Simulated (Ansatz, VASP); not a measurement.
# One calculation of KZnF3, two programs

```
K Zn F
1.0
     4.10084    0.00000    0.00000
     0.00000    4.10084    0.00000
     0.00000    0.00000    4.10084
K Zn F
1 1 3
Direct
  0.00000 0.00000 0.00000
  0.50000 0.50000 0.50000
  0.50000 0.50000 0.00000
  0.00000 0.50000 0.50000
  0.50000 0.00000 0.50000
```

Alike in both runs: functional r2SCAN; k mesh 8 × 8 × 8; occupations fermi-dirac, width 0.02 eV; no spin polarisation.

Ansatz relaxed the structure, and its values are those at the end. VASP's run is a single point on that final structure, the one shown.

|  | VASP | Ansatz |
| --- | --- | --- |
| version | VASP 6.6.1 | Ansatz 0.2.0 |
| potentials or method | VASP PAW PBE potentials, release 64 (K_sv, Zn, F), cutoff 520 eV | PAW plane waves |
| valence electrons in the cell | 42 | 42 |

|  | VASP | Ansatz | Ansatz less VASP |
| --- | --- | --- | --- |
| gap on the k mesh at the Fermi level (eV) | 4.48 | 4.53 | +0.044 |
| pressure (GPa) | -3.0 | -3.0 | -0.08 |

VASP's potentials were made for PBE, not for r2SCAN. The functional is the same, so the differences come from potentials, cutoffs and numerics. Ansatz's warnings: stress scf threshold loose.
